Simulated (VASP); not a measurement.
Wanted: the native input for a VASP 6.6.1 run.

```yaml
Task: single point
Functional: RPBE
Potentials_or_basis: VASP PAW PBE potentials, release 64 (Au)
Cutoff: 520 eV
k_mesh: 10 × 10 × 10
Occupations: fermi-dirac, width 0.1 eV
Spin: no spin polarisation
Dipole_correction: no
Further_INCAR_settings: ALGO = Normal; EDIFF = 1e-07; NBANDS = 18
```

The structure of Au lies in POSCAR:

```
Au
1.0
    0.0000000000      3.2531910768      3.2531910768
    3.2531910768      0.0000000000      3.2531910768
    3.2531910768      3.2531910768      0.0000000000
Au
2
Direct
    0.1250000000      0.1250000000      0.1250000000
    0.8750000000      0.8750000000      0.8750000000
```

This cell differs from its parent crystal: volume scaled by 1.12.

One way to write it, as run:

INCAR

```
ALGO = Normal
EDIFF = 1E-7
ENCUT = 520
GGA = RP
ISIF = 2
ISMEAR = -1
LASPH = T
LCHARG = F
LREAL = F
LWAVE = F
NBANDS = 18
NELM = 60
PREC = Accurate
SIGMA = 0.1
```

KPOINTS

```
k-points
0
Gamma
  10 10 10
```

Potentials or basis: VASP PAW PBE potentials, release 64 (Au).

Launch:

```sh
$ cat potpaw_PBE.64/Au/POTCAR > POTCAR
$ mpirun -np 1 vasp_std > vasp.out
```

Results of the run:

```
Pressure               : -3.4 GPa
Band gap on the k mesh : zero (band 11 reaches 1.75 eV, above the bottom of band 12 at 1.41 eV)
```

Caveat: the PAW data sets were made with another functional, which shifts forces and pressure a little; spin-orbit coupling is left out, which moves the levels of the heavy elements.

It took 30 s on 1 thread of AMD EPYC 9R45 96-Core Processor (Zen 5), on a shared host, peak memory 0.19 GiB.
